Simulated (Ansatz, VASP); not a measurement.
# Zn5Ga in VASP and in Ansatz

File INCAR:

```
SYSTEM = Zn5Ga
ALGO = Normal
DIPOL = 0.5 0.5 0.500
EDIFF = 1E-6
ENCUT = 520
GGA = PE
IDIPOL = 3
ISIF = 2
ISMEAR = -1
LASPH = .True.
LCHARG = .False.
LDIPOL = .True.
LREAL = .False.
LWAVE = .False.
NBANDS = 46
NELM = 100
PREC = Accurate
SIGMA = 0.1
```

KPOINTS

```
k-points
0
Gamma
  14 7 1
  0 0 0
```

The input POSCAR:

```
Zn5Ga
1.0
    2.6358129023      0.0000000000      0.0000000000
    0.0000000000      5.0929172529      0.0000000000
    0.0000000000      0.0000000000     21.3263000000
Zn Ga
5 1
Direct
    0.7500000000      0.7500000000      0.3861879559
    0.2500000000      0.2500000000      0.3858825422
    0.7500000000      0.2500000000      0.4998477720
    0.7500000000      0.7500000000      0.6141174587
    0.2500000000      0.2500000000      0.6138120462
    0.2500000000      0.7500000000      0.5001522250
```

Input for Ansatz:

```yaml
crystal:
  lattice:
    - [2.6358129023, 0.0, 0.0]
    - [0.0, 5.0929172529, 0.0]
    - [0.0, 0.0, 21.3263]
  atoms:
    - { symbol: Zn, position: [0.75, 0.75, 0.3861879559] }
    - { symbol: Zn, position: [0.25, 0.25, 0.3858825422] }
    - { symbol: Ga, position: [0.25, 0.75, 0.500152225] }
    - { symbol: Zn, position: [0.75, 0.25, 0.499847772] }
    - { symbol: Zn, position: [0.75, 0.75, 0.6141174587] }
    - { symbol: Zn, position: [0.25, 0.25, 0.6138120462] }
kpoints:
  mp_grid: { grid: [14, 7, 1] }
scf:
  occupations: { method: fermi_dirac, width: 0.1 }
hamiltonian:
  xc: pbe
  pseudopotentials: { kind: all_electron, lapw: { basis_error: 0.001 } }
output:
  forces: true
  stress: true
  eigenvalues: true
efield:
  axis: 3
  amplitude: 0
  dipole_correction: true
```

Alike in both runs: task single point; functional PBE; k mesh 14 × 7 × 1; occupations fermi-dirac, width 0.1 eV; no spin polarisation.

|  | VASP | Ansatz |
| --- | --- | --- |
| version | VASP 6.6.1 | Ansatz 0.2.0 |
| potentials or method | VASP PAW PBE potentials, release 64 (Zn, Ga_d), cutoff 520 eV | all-electron LAPW, scalar-relativistic |

Ansatz gave:

| Property | Result |
| --- | --- |
| rms of the force components (eV/Å) | 0.054 |

Question: Which values does VASP return?

Answer: rms of the force components (eV/Å): 0.058.

Ansatz ran all-electron here, and VASP with PAW potentials.
